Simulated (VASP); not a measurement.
Wanted: the native input for a VASP 6.6.1 run.

| Quantity | Value |
| --- | --- |
| Task | single point |
| Functional | PBE |
| Potentials or basis | VASP PAW PBE potentials, release 64 (In_d, Os) |
| Cutoff | 520 eV |
| k mesh | 6 × 6 × 4 |
| Occupations | gaussian, width 0.1 eV |
| Spin | no spin polarisation |
| Dipole correction | no |
| Further INCAR settings | ALGO = Fast; EDIFF = 1e-07; NBANDS = 18 |

The structure of InOs lies in POSCAR:

```
InOs
1.0
    3.1335737200      0.0000000000      0.0000000000
   -1.5667868600      2.7137544500      0.0000000000
    0.0000000000      0.0000000000      4.7290287900
In Os
1 1
Direct
    0.0000000000      0.0000000000      0.0000000000
    0.3333333300      0.6666666700      0.5000000000
```

The input as run:

INCAR

```
ALGO     = Fast           # electronic algorithm
EDIFF    = 1E-7           # SCF threshold, eV
ENCUT    = 520            # plane-wave cutoff, eV
GGA      = PE             # functional
ISIF     = 2              # what is computed and relaxed
ISMEAR   = 0              # smearing method
LASPH    = T              # aspherical terms in the spheres
LCHARG   = F              # write CHGCAR
LREAL    = F              # projectors in reciprocal space
LWAVE    = F              # write WAVECAR
NBANDS   = 18             # bands
NELM     = 60             # most SCF steps
PREC     = Accurate       # precision mode
SIGMA    = 0.1            # smearing width, eV
```

KPOINTS

```
k-points
0
Gamma
  6 6 4
```

Potentials or basis: VASP PAW PBE potentials, release 64 (In_d, Os).

Run with:

```sh
$ cat potpaw_PBE.64/In_d/POTCAR potpaw_PBE.64/Os/POTCAR > POTCAR
$ mpirun -np 1 vasp_std > vasp.out
```

It gave:

```yaml
Pressure: -19.2 GPa
```

Caveat: the k points lie up to 0.39 Å⁻¹ apart.

Run time: 15 s on 1 thread of Intel(R) Xeon(R) Platinum 8488C (Sapphire Rapids) (shared host), peak memory 0.15 GiB.
